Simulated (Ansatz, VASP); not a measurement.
## Ir: VASP beside Ansatz

INCAR

```
PREC     = Accurate       # precision mode
ENCUT    = 500            # plane-wave cutoff, eV
EDIFF    = 1E-7           # SCF threshold, eV
ISMEAR   = 0              # smearing method
SIGMA    = 0.1            # smearing width, eV
LREAL    = F              # projectors in reciprocal space
LASPH    = T              # aspherical terms in the spheres
NELM     = 120            # most SCF steps
ALGO     = Normal         # electronic algorithm
ISIF     = 3              # what is computed and relaxed
LWAVE    = F              # write WAVECAR
LCHARG   = F              # write CHGCAR
GGA      = CA             # functional
IBRION   = 2              # ionic algorithm
NSW      = 100            # ionic steps
EDIFFG   = -0.005         # ionic threshold
GGA_COMPAT= F            
NELMIN   = 4
```

KPOINTS

```
regular mesh
0
Gamma
  18 18 18
```

POSCAR

```
Ir
1.0
    0.0000000000      1.9197000000      1.9197000000
    1.9197000000      0.0000000000      1.9197000000
    1.9197000000      1.9197000000      0.0000000000
Ir
1
Direct
    0.0000000000      0.0000000000      0.0000000000
```

Input for Ansatz:

```yaml
crystal:
  lattice:
    - [0.0, 1.9197, 1.9197]
    - [1.9197, 0.0, 1.9197]
    - [1.9197, 1.9197, 0.0]
  atoms:
    - { symbol: Ir, position: [0.0, 0.0, 0.0] }
basis:
  ecutwfc: 420
kpoints:
  mp_grid: { grid: [18, 18, 18] }
hamiltonian:
  xc: lda
  pseudopotentials: { kind: paw, azcp: { folder: soft_1 } }
scf:
  occupations: { method: gaussian, width: 0.1 }
output:
  forces: true
  stress: true
  eigenvalues: true
  write_density: true
  write_potential: true
  elf: true
  volumetric_format: npy
relax:
  adjacent_minimum: "off"
  f_tol: 0.005
  max_steps: 80
  cell: { stress_tol: 0.05 }
```

Alike in both runs: task relaxation of cell and atoms; functional LDA; k mesh 18 × 18 × 18; occupations gaussian, width 0.1 eV; no spin polarisation.

|  | VASP | Ansatz |
| --- | --- | --- |
| version | VASP 6.6.1 | Ansatz 0.2.0 |
| potentials or method | VASP PAW LDA potentials, release 64 (Ir_sv_GW), cutoff 500 eV | scalar-relativistic, plane waves, PAW |
| valence electrons in the cell | 17 | 17 |

```tsv
	VASP	Ansatz	Ansatz less VASP
gap on the k mesh at the Fermi level, each at its own relaxed structure (eV)	none	none	-
relaxed volume (Å³/atom)	13.78	13.84	+0.052
relaxed cell length with the largest relative difference (Å)	2.691	2.695	+0.0034
```

Ansatz warns that its potentials were made for another functional, while VASP's fit it. LDA's correlation is that of Perdew and Zunger in VASP and of Perdew and Wang (1992) in Ansatz. A gap of «none» marks a metal or a gap that the smearing closes.

Spin-orbit coupling is off throughout.
